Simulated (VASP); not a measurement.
Set up this calculation in VASP 6.6.1, as the native input.

```
Task                   : single point
Functional             : r2SCAN
Potentials or basis    : VASP PAW PBE potentials, release 64 (Sn_d, O)
Cutoff                 : 520 eV
k mesh                 : 6 × 6 × 4
Occupations            : gaussian, width 0.01 eV
Spin                   : no spin polarisation
Dipole correction      : no
Further INCAR settings : ALGO = Normal; EDIFF = 1e-07; NBANDS = 28
```

Crystal: SnO.

```xyz
4
Lattice="4.1255 0.0000 0.0000 -2.0627 3.5728 0.0000 0.0000 0.0000 5.1854" Properties=species:S:1:pos:R:3 pbc="T T T"
Sn    0.0000    2.3819    1.2964
Sn    2.0627    1.1909    3.8891
O     2.0627    1.1909    1.2964
O     0.0000    2.3819    3.8891
```

The input as run:

POSCAR

```
SnO
1.0
    4.1254991749      0.0000000000      0.0000000000
   -2.0627495874      3.5727870888      0.0000000000
    0.0000000000      0.0000000000      5.1854033114
Sn O
2 2
Direct
    0.3333333333      0.6666666667      0.2500000000
    0.6666666667      0.3333333333      0.7500000000
    0.6666666667      0.3333333333      0.2500000000
    0.3333333333      0.6666666667      0.7500000000
```

INCAR.step1

```
SYSTEM = SnO
PREC = Accurate
ENCUT = 520
ISMEAR = 0
SIGMA = 0.01
LREAL = .FALSE.
LASPH = .TRUE.
NELM = 100
NBANDS = 28
GGA = PE
ALGO = Normal
EDIFF = 1E-4
LWAVE = .TRUE.
LCHARG = .FALSE.
```

INCAR.step2

```
SYSTEM = SnO
PREC = Accurate
ENCUT = 520
EDIFF = 1E-7
ISMEAR = 0
SIGMA = 0.01
LREAL = .FALSE.
LASPH = .TRUE.
NELM = 100
ALGO = Normal
ISIF = 2
LWAVE = .FALSE.
LCHARG = .FALSE.
METAGGA = R2SCAN
LMIXTAU = .TRUE.
NBANDS = 28
ISTART = 1
```

KPOINTS

```
Automatic mesh
0
G
  6 6 4
  0 0 0
```

Potentials or basis: VASP PAW PBE potentials, release 64 (Sn_d, O).

Run with:

```console
$ cat potpaw_PBE.64/Sn_d/POTCAR potpaw_PBE.64/O/POTCAR > POTCAR
$ cp INCAR.step1 INCAR
$ mpirun -np 1 vasp_std > vasp.out
$ cp INCAR.step2 INCAR
$ mpirun -np 1 vasp_std > vasp.out
```

Results of the run:

The pressure is 0.2 GPa and the band gap on the k mesh is 0.57 eV, direct.

Caveat: the PAW data sets were made with another functional, which shifts forces and pressure a little; spin-orbit coupling is left out, which moves the levels of the heavy elements.

Run time: 2 min on 1 thread of AMD EPYC 9R45 96-Core Processor (Zen 5), with other jobs on the host, peak memory 0.19 GiB.
